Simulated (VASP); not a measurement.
The system is Si3Ge.

```
CELL_PARAMETERS angstrom
3.88810 0.00000 0.00000
0.00000 3.88810 0.00000
0.00000 0.00000 5.48368
ATOMIC_POSITIONS crystal
Si 0.50000 0.00000 0.75488
Si 0.50000 0.50000 0.00000
Si 0.00000 0.50000 0.24512
Ge 0.00000 0.00000 0.50000
```

Base run:

| Item | Value |
| --- | --- |
| Program | VASP 6.6.1 |
| Functional | r2SCAN |
| Potentials or basis | VASP PAW PBE potentials, release 64 (Si, Ge_d) |
| Cutoff | 520 eV |
| k mesh | 4 × 4 × 4 |
| Occupations | gaussian, width 0.01 eV |
| Spin | no spin polarisation |

Its results: band gap on the k mesh 0.57 eV, indirect (least direct gap 0.85 eV); pressure 0.0 GPa; largest force 0.031 eV/Å.

Question: The run is repeated on the same cell with these changes: functional from r2SCAN to HSE06; k mesh from 4 × 4 × 4 to 4 × 4 × 2. What comes out?

Answer: Band gap on the k mesh 0.96 eV, indirect (least direct gap 1.23 eV); pressure -0.1 GPa; largest force 0.051 eV/Å.

Several settings changed at once, so the effect can't be laid on one alone.

Caveats: some runs use coarse meshes; the PAW data sets were made with another functional, which shifts forces and pressure a little.

A k mesh can miss the band edges.
